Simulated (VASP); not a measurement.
# SnO in VASP: further runs, part 2 of 2

VASP 6.6.1.

### 4 Single point, PBE

This run uses another cell than the first one: it holds 4 atoms, not 8.

Contents of INCAR:

```
SYSTEM = SnO
ALGO = Normal
EDIFF = 1E-6
ENCUT = 520
GGA = PE
ISIF = 2
ISMEAR = 0
LASPH = .TRUE.
LCHARG = .FALSE.
LREAL = .FALSE.
LWAVE = .FALSE.
NBANDS = 28
NELM = 80
PREC = Accurate
SIGMA = 0.02
```

Contents of KPOINTS:

```
k-points
0
G
  10 10 8
  0 0 0
```

Contents of POSCAR:

```
SnO
1.0
    3.8677643025      0.0000000000      0.0000000000
    0.0000000000      3.8677643025      0.0000000000
    0.0000000000      0.0000000000      5.0699830525
Sn O
2 2
Direct
    0.0000000000      0.5000000000      0.2287087015
    0.5000000000      0.0000000000      0.7712912985
    0.0000000000      0.0000000000      0.0000000000
    0.5000000000      0.5000000000      0.0000000000
```

Potentials or basis: VASP PAW PBE potentials, release 64 (Sn_d, O).

Launch:

```console
$ cat potpaw_PBE.64/Sn_d/POTCAR potpaw_PBE.64/O/POTCAR > POTCAR
$ mpirun -np 1 vasp_std > vasp.out
```

OUTCAR:

```text
SYSTEM = SnO
   EDIFF = 1E-6
   ENCUT = 520
   GGA = PE
   ISIF = 2
   ISMEAR = 0
   LASPH = .TRUE.
   LREAL = .FALSE.
   NELM = 80
   PREC = Accurate

 ion  position               nearest neighbor table
   1  0.000  0.500  0.229-   3 2.25   4 2.25   3 2.25   4 2.25   2 3.59   2 3.59   2 3.59   2 3.59

   2  0.500  0.000  0.771-   3 2.25   4 2.25   4 2.25   3 2.25   1 3.59   1 3.59   1 3.59   1 3.59

   3  0.000  0.000  0.000-   1 2.25   2 2.25   1 2.25   2 2.25
   4  0.500  0.500  0.000-   1 2.25   2 2.25   2 2.25   1 2.25

  LATTYP: Found a simple tetragonal cell.
 ALAT       =     3.8677643025
 C/A-ratio  =     1.3108304064

  Lattice vectors:

 A1 = (   3.8677643025,   0.0000000000,   0.0000000000)
 A2 = (   0.0000000000,   3.8677643025,   0.0000000000)
 A3 = (   0.0000000000,   0.0000000000,   5.0699830525)

Analysis of symmetry for initial positions (statically):
=====================================================================
 Subroutine PRICEL returns:
 Original cell was already a primitive cell.

 Routine SETGRP: Setting up the symmetry group for a
 simple tetragonal supercell.

 Subroutine GETGRP returns: Found 16 space group operations
 (whereof  8 operations were pure point group operations)
 out of a pool of 16 trial point group operations.

The static configuration has the point symmetry D_2d.
 The point group associated with its full space group is D_4h.

Analysis of symmetry for dynamics (positions and initial velocities):
=====================================================================
 Subroutine PRICEL returns:
 Original cell was already a primitive cell.

 Routine SETGRP: Setting up the symmetry group for a
 simple tetragonal supercell.

 Subroutine GETGRP returns: Found 16 space group operations
 (whereof  8 operations were pure point group operations)
 out of a pool of 16 trial point group operations.

The dynamic configuration has the point symmetry D_2d.
 The point group associated with its full space group is D_4h.

 Subroutine INISYM returns: Found 16 space group operations
 (whereof  8 operations are pure point group operations),
 and found     1 'primitive' translations

----------------------------------------------------------------------------------------

                                     Primitive cell

  volume of cell :      75.8449

  direct lattice vectors                    reciprocal lattice vectors
     3.867764302  0.000000000  0.000000000     0.258547295  0.000000000  0.000000000
     0.000000000  3.867764302  0.000000000     0.000000000  0.258547295  0.000000000
     0.000000000  0.000000000  5.069983052     0.000000000  0.000000000  0.197239318

  length of vectors
     3.867764302  3.867764302  5.069983052     0.258547295  0.258547295  0.197239318

  position of ions in fractional coordinates (direct lattice)
     0.000000000  0.500000000  0.228708701
     0.500000000  0.000000000  0.771291299
     0.000000000  0.000000000  0.000000000
     0.500000000  0.500000000  0.000000000

  ion indices of the primitive-cell ions
   primitive index   ion index
                 1           1
                 2           2
                 3           3
[... 23 lines left out ...]
 Subroutine IBZKPT returns following result:
 ===========================================

 Found    105 irreducible k-points:

 Following reciprocal coordinates:
            Coordinates               Weight
  0.000000  0.000000  0.000000      1.000000
  0.100000  0.000000  0.000000      4.000000
  0.200000  0.000000  0.000000      4.000000
  0.300000  0.000000  0.000000      4.000000
  0.400000  0.000000  0.000000      4.000000
  0.500000  0.000000  0.000000      2.000000
[... 16 lines left out ...]
  0.100000  0.000000  0.125000      8.000000
  0.200000  0.000000  0.125000      8.000000
 [... further k-points ...]
   k-points           NKPTS =    105   k-points in BZ     NKDIM =    105   number of bands    NBANDS=     28
   number of dos      NEDOS =    301   number of ions     NIONS =      4
   total plane-waves  NPLWV =  36000
   dimension x,y,z NGX =    30 NGY =   30 NGZ =   40
   dimension x,y,z NGXF=    60 NGYF=   60 NGZF=   80
   ions per type =               2   2
   NGX,Y,Z   is equivalent  to a cutoff of  12.89, 12.89, 13.12 a.u.
   NGXF,Y,Z  is equivalent  to a cutoff of  25.79, 25.79, 26.23 a.u.
 SYSTEM =  SnO
   PREC   = accura    normal or accurate (medium, high low for compatibility)
   ISTART =      0    job   : 0-new  1-cont  2-samecut
   ICHARG =      2    charge: 1-file 2-atom 10-const
   ISPIN  =      1    spin polarized calculation?
   LNONCOLLINEAR =      F non collinear calculations
   LSORBIT =      F    spin-orbit coupling
   LASPH  =      T    aspherical Exc in radial PAW
   ENCUT  =  520.0 eV  38.22 Ry    6.18 a.u.   7.19  7.19  9.43*2*pi/ulx,y,z
   NELM   =     80;   NELMIN=  2; NELMDL= -5     # of ELM steps
   EDIFF  = 0.1E-05   stopping-criterion for ELM
   LREAL  =      F    real-space projection
   EDIFFG = 0.1E-04   stopping-criterion for IOM
   NSW    =      0    number of steps for IOM
   IBRION =     -1    ionic relax: 0-MD 1-quasi-New 2-CG
   NFREE  =      0    steps in history (QN), initial steepest desc. (CG)
   ISIF   =      2    stress and relaxation
   ISYM   =      2    0-nonsym 1-usesym 2-fastsym
   POTIM  = 0.5000    time-step for ionic-motion
   TEBEG  =    0.0;   TEEND  =   0.0 temperature during run
   PSTRESS=    0.0 pullay stress
   NELECT =      40.0000    total number of electrons
   NUPDOWN=      -1.0000    fix difference up-down
   EMIN   =  10.00;   EMAX   =-10.00  energy-range for DOS
   EFERMI =   0.00;   METHOD = LEGACY
   ISMEAR =     0;   SIGMA  =   0.02  broadening in eV -4-tet -1-fermi 0-gaus
   EFERMI_NEDOS =   21; number of points for ismear=-14 and -15
   IALGO  =     38    algorithm
   IMIX   =      4    mixing-type and parameters
     AMIX     =   0.40;   BMIX     =  1.00
     AMIX_MAG =   1.60;   BMIX_MAG =  1.00
  volume/ion in A,a.u.               =      18.96       127.96
  Fermi-wavevector in a.u.,A,eV,Ry     =   1.322674  2.499491 23.802920  1.749465
  Thomas-Fermi vector in A             =   2.452337
   LORBIT       =      0    0 simple, 1 ext, 2 COOP (PROOUT), +10 PAW based schemes
   GGA     = PE    functional components
   LHFCALC =     F    Hartree Fock is set to
   AEXX    =    0.0000 exact exchange contribution
   IVDW    =     0    specifies the selected vdW correction
   LEPSILON=     F    determine dielectric tensor
   LRPA    =     F    only Hartree local field effects (RPA)
 non-spin polarized calculation
 Gauss-broadening in eV      SIGMA  =   0.02
  energy-cutoff  :      520.00
  volume of cell :       75.84
 maximum number of plane-waves:      2064
 NGX is ok and might be reduce to    30

 number of electron      39.9999995 magnetization

 Free energy of the ion-electron system (eV)
  ---------------------------------------------------
  ext. energy  EPLUGINS =         0.00000000
  ---------------------------------------------------
  free energy    TOTEN  =       -22.72598238 eV

  energy without entropy =      -22.72598238  energy(sigma->0) =      -22.72598238

 E-fermi :   6.3030     XC(G=0):  -9.8197

 val. band max:        6.1301765644   @ k =   0.1000   0.0000   0.0000
 cond. band min:       6.6366508968   @ k =   0.5000   0.5000   0.0000
 fundamental gap:      0.5064743324
 Fermi energy:         6.3029523818

 k-point     1 :       0.0000    0.0000    0.0000
  band No.  band energies     occupation
      1     -15.6116      2.00000
      2     -15.2481      2.00000
      3     -15.2429      2.00000
      4     -15.2429      2.00000
      5     -15.2137      2.00000
      6     -15.1989      2.00000
[... 733 lines left out ...]
     27      13.5438      0.00000
     28      15.7828      0.00000

 [... further k-points ...]

------------------------ aborting loop because EDIFF is reached ----------------------------------------

  FORCE on cell =-STRESS in cart. coord.  units (eV):
  Direction    XX          YY          ZZ          XY          YZ          ZX
  --------------------------------------------------------------------------------------
  -------------------------------------------------------------------------------------
  Total        0.0844389      0.0844389      0.0929746      0.0000000     -0.0000000      0.0000000
  in kB        1.7837191      1.7837191      1.9640307      0.0000000     -0.0000000      0.0000000
  external PRESSURE =       1.8438230 kB  Pullay stress =       0.0000000 kB

 VOLUME and BASIS-vectors are now :
 -----------------------------------------------------------------------------
  energy-cutoff  :      520.00
  volume of cell :       75.84
      direct lattice vectors                 reciprocal lattice vectors
     3.867764302  0.000000000  0.000000000     0.258547295  0.000000000  0.000000000
     0.000000000  3.867764302  0.000000000     0.000000000  0.258547295  0.000000000
     0.000000000  0.000000000  5.069983052     0.000000000  0.000000000  0.197239318

 POSITION                                       TOTAL-FORCE (eV/Angst)
 -----------------------------------------------------------------------------------
      0.00000      1.93388      1.15955         0.000000     -0.000000      0.071988
      1.93388      0.00000      3.91043        -0.000000     -0.000000     -0.071988
      0.00000      0.00000      0.00000         0.000000      0.000000      0.000000
      1.93388      1.93388      0.00000         0.000000     -0.000000      0.000000
 -----------------------------------------------------------------------------------
    total drift:                                0.000000      0.000000      0.000000

  FREE ENERGIE OF THE ION-ELECTRON SYSTEM (eV)
  ---------------------------------------------------
  free  energy   TOTEN  =       -22.7259823799 eV

  energy  without entropy=      -22.7259823799  energy(sigma->0) =      -22.72598238
```

OSZICAR:

```text
N       E                     dE             d eps       ncg     rms          rms(c)
DAV:   1     0.420129934490E+03    0.42013E+03   -0.19874E+04  6072   0.213E+03
DAV:   2     0.384882671447E+02   -0.38164E+03   -0.36629E+03  6148   0.540E+02
DAV:   3    -0.233781294260E+02   -0.61866E+02   -0.60589E+02  6716   0.181E+02
DAV:   4    -0.264705593390E+02   -0.30924E+01   -0.30746E+01  6660   0.434E+01
DAV:   5    -0.265455411223E+02   -0.74982E-01   -0.74967E-01  6336   0.729E+00    0.117E+01
DAV:   6    -0.227797911164E+02    0.37658E+01   -0.18113E+01  9476   0.456E+01    0.510E+00
DAV:   7    -0.227467733392E+02    0.33018E-01   -0.22374E+00  7004   0.877E+00    0.251E+00
DAV:   8    -0.227326314483E+02    0.14142E-01   -0.31324E-01  7272   0.367E+00    0.817E-01
DAV:   9    -0.227248632162E+02    0.77682E-02   -0.51067E-02  9408   0.216E+00    0.251E-01
DAV:  10    -0.227264583864E+02   -0.15952E-02   -0.85665E-03  7840   0.811E-01    0.167E-01
DAV:  11    -0.227259470521E+02    0.51133E-03   -0.28458E-03  8948   0.464E-01    0.246E-02
DAV:  12    -0.227259865931E+02   -0.39541E-04   -0.32729E-04  6116   0.107E-01    0.340E-02
DAV:  13    -0.227259823859E+02    0.42073E-05   -0.41058E-05  7472   0.548E-02    0.337E-03
DAV:  14    -0.227259823799E+02    0.59408E-08   -0.39296E-06  6452   0.123E-02
   1 F= -.22725982E+02 E0= -.22725982E+02  d E =-.263499E-36
```

stdout:

```text
POSCAR found type information on POSCAR SnO
 POSCAR found :  2 types and       4 ions
 scaLAPACK will be used
 LDA part: xc-table for (Slater+PW92), standard interpolation
 POSCAR, INCAR and KPOINTS ok, starting setup
 FFT: planning ... GRIDC
 FFT: planning ... GRID_SOFT
 FFT: planning ... GRID
 WAVECAR not read
 entering main loop
```

Run time: 4.8 min. Hardware: 1 thread of Intel Xeon 8259CL, shared host; peak memory 0.31 GiB.

Results:

```
Free energy            : -22.7260 eV
Pressure               : 0.2 GPa
Largest force          : 0.072 eV/Å
Band gap on the k mesh : 0.51 eV (least direct gap 1.91 eV)
```

Forces on the atoms (eV/Å):
```
Sn   0.000  0.000  0.072
Sn   0.000  0.000 -0.072
O    0.000  0.000  0.000
O    0.000  0.000  0.000
```

Caveat: spin-orbit coupling is left out, which moves the levels of the heavy elements. A k mesh can miss the band edges.
